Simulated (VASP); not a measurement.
Input of a VASP 6.6.1 run:

Contents of POSCAR:

```
Al
1.0
    2.8270800000      0.0000000000      0.0000000000
   -1.4135400000      2.4483200000      0.0000000000
    0.0000000000      0.0000000000      9.1859900000
Al
4
Direct
    0.0077000000      0.9959600000      0.0011900000
    0.3436044334      0.6770688668      0.2498400000
    0.9988900000      0.0001700000      0.4998700000
    0.6729200000      0.3389000000      0.7509600000
```

Contents of INCAR.step1:

```
  PREC = Accurate
  ENCUT = 520
  ISMEAR = -1
  SIGMA = 0.15
  LREAL = False
  LASPH = True
  NELM = 80
  NBANDS = 14
  GGA = PE
  ALGO = Normal
  EDIFF = 1E-4
  LWAVE = True
  LCHARG = False
```

INCAR.step2

```
  PREC = Accurate
  ENCUT = 520
  EDIFF = 1E-7
  ISMEAR = -1
  SIGMA = 0.15
  LREAL = False
  LASPH = True
  NELM = 80
  ALGO = Normal
  ISIF = 2
  LWAVE = False
  LCHARG = False
  METAGGA = R2SCAN
  LMIXTAU = True
  NBANDS = 14
  ISTART = 1
```

Contents of KPOINTS:

```
Automatic mesh
0
Gamma
  6 6 2
```

Potentials or basis: VASP PAW PBE potentials, release 64 (Al).

Run with:

```sh
$ cat potpaw_PBE.64/Al/POTCAR > POTCAR
$ cp INCAR.step1 INCAR
$ mpirun -np 1 vasp_std > vasp.out
$ cp INCAR.step2 INCAR
$ mpirun -np 1 vasp_std > vasp.out
```

Task: Predict the pressure.

Result: 0.6 GPa.

Task: Estimate the largest force.

Result: 0.067 eV/Å.

Task: Predict the band gap on the k mesh.

Result: Zero (bands 6 and 7 overlap by 5.64 eV).

Forces in eV/Å, atoms in the order of the input:
```
Al  -0.013  0.037 -0.055
Al  -0.003 -0.042  0.046
Al   0.013  0.027  0.036
Al   0.003 -0.022 -0.027
```

Caveat: the k points lie up to 0.43 Å⁻¹ apart, too coarse for converged energies and pressures of a metal; the PAW data sets were made with another functional, which shifts forces and pressure a little.
